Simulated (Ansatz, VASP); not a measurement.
One calculation of C, two programs

```
CELL_PARAMETERS angstrom
2.49876 0.00000 0.00000
-1.24938 2.16399 0.00000
0.00000 0.00000 4.16056
ATOMIC_POSITIONS crystal
C 0.33333 0.66667 0.99980
C 0.66667 0.33333 0.49980
C 0.33333 0.66667 0.37420
C 0.66667 0.33333 0.87420
```

Alike in both runs: functional PBEsol; k mesh 9 × 9 × 6; occupations gaussian, width 0.02 eV; no spin polarisation.

Ansatz relaxed the structure, and its values are those at the end. VASP's run is a single point on that final structure, the one shown.

|  | VASP | Ansatz |
| --- | --- | --- |
| version | VASP 6.6.1 | Ansatz 0.2.0 |
| potentials or method | VASP PAW PBE potentials, release 64 (C), cutoff 600 eV | scalar-relativistic, plane waves, PAW |
| valence electrons in the cell | 16 | 16 |

```csv
,VASP,Ansatz,Ansatz less VASP
gap on the k mesh at the Fermi level (eV),3.04,3.06,+0.019
least direct gap on the mesh (eV),4.92,4.93,+0.008
pressure (GPa),0.5,0.0,-0.49
rms of the force components (eV/Å),0.003,0.000,-0.0032
```

VASP's potentials were made for PBE, not for PBEsol, and Ansatz warns of the same on its side.
